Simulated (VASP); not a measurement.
H4RuCl: single point with PBE

The system is H4RuCl.

```xyz
6
Lattice="2.7421 0.0000 0.0000 0.0000 2.7421 0.0000 0.0000 0.0000 8.9289" Properties=species:S:1:pos:R:3 pbc="T T T"
H     1.3710    0.0000    5.5823
H     0.0000    1.3710    3.3466
H     1.3710    0.0000    3.3466
H     0.0000    1.3710    5.5823
Ru    1.3710    1.3710    4.4644
Cl    0.0000    0.0000    0.0000
```

```
Program                : VASP 6.6.1
Task                   : single point
Functional             : PBE
Potentials or basis    : VASP PAW PBE potentials, release 64 (H, Ru_pv, Cl)
Cutoff                 : 520 eV
k mesh                 : 6 × 6 × 2
Occupations            : gaussian, width 0.1 eV
Spin                   : collinear spin, ferromagnetic start
Starting moments       : [0.0, 0.0, 0.0, 0.0, 0.52, 0.0] μB
Dipole correction      : no
Further INCAR settings : ALGO = Normal; EDIFF = 1e-07; NBANDS = 26
```

```json
{
  "Pressure": "0.0 GPa",
  "Largest force": "0.006 eV/Å",
  "Net moment": "0.00 μB per cell",
  "Valence electrons inside the program's atomic spheres": "H 0.54; Ru 12.78; Cl 4.92"
}
```

Forces on the atoms (eV/Å):
```
H    0.000  0.000  0.006
H    0.000  0.000 -0.006
H    0.000  0.000 -0.006
H    0.000  0.000  0.006
Ru   0.000  0.000  0.000
Cl   0.000  0.000  0.000
```

Stress tensor (GPa, compression positive):
```
 0.01  0.00  0.00
 0.00  0.01  0.00
 0.00  0.00 -0.11
```

Levels at points of the mesh, in eV from the Fermi level:
Spin up:
```tsv
k point	band 9	band 10	band 11	band 12	band 13	band 14	band 15	band 16
(0.00, 0.00, 0.00)	-2.58	-0.22	-0.22	0.99	0.99	1.13	4.43	6.26
(0.50, 0.00, 0.00)	-1.62	-1.37	-1.07	-0.59	0.09	1.70	3.74	6.54
(0.50, 0.50, 0.00)	-3.38	-1.16	-1.16	-0.30	-0.14	2.14	7.58	7.83
(0.00, 0.00, 0.50)	-2.32	-0.23	-0.23	0.99	0.99	1.13	4.43	7.15
(0.50, 0.00, 0.50)	-1.63	-1.33	-1.04	-0.59	0.09	1.70	3.72	6.32
(0.50, 0.50, 0.50)	-3.38	-1.17	-1.17	-0.30	-0.14	2.14	7.52	7.93
```
Spin down:
| k point | band 10 | band 11 | band 12 | band 13 | band 14 | band 15 |
| --- | --- | --- | --- | --- | --- | --- |
| (0.00, 0.00, 0.00) | -0.22 | -0.22 | 0.99 | 0.99 | 1.13 | 4.43 |
| (0.50, 0.00, 0.00) | -1.37 | -1.07 | -0.59 | 0.09 | 1.70 | 3.74 |
| (0.50, 0.50, 0.00) | -1.16 | -1.16 | -0.30 | -0.14 | 2.14 | 7.58 |
| (0.00, 0.00, 0.50) | -0.22 | -0.22 | 0.99 | 0.99 | 1.13 | 4.43 |
| (0.50, 0.00, 0.50) | -1.33 | -1.04 | -0.59 | 0.09 | 1.70 | 3.72 |
| (0.50, 0.50, 0.50) | -1.17 | -1.17 | -0.30 | -0.14 | 2.14 | 7.52 |

Run time: 92 s on 1 thread of Intel(R) Xeon(R) Platinum 8259CL CPU @ 2.50GHz (Skylake/Cascade Lake) (shared host), peak memory 0.21 GiB.

Caveat: the k points lie up to 0.38 Å⁻¹ apart; this functional lacks dispersion, which binds the layers, so the pressure and a relaxed spacing across them are unreliable.
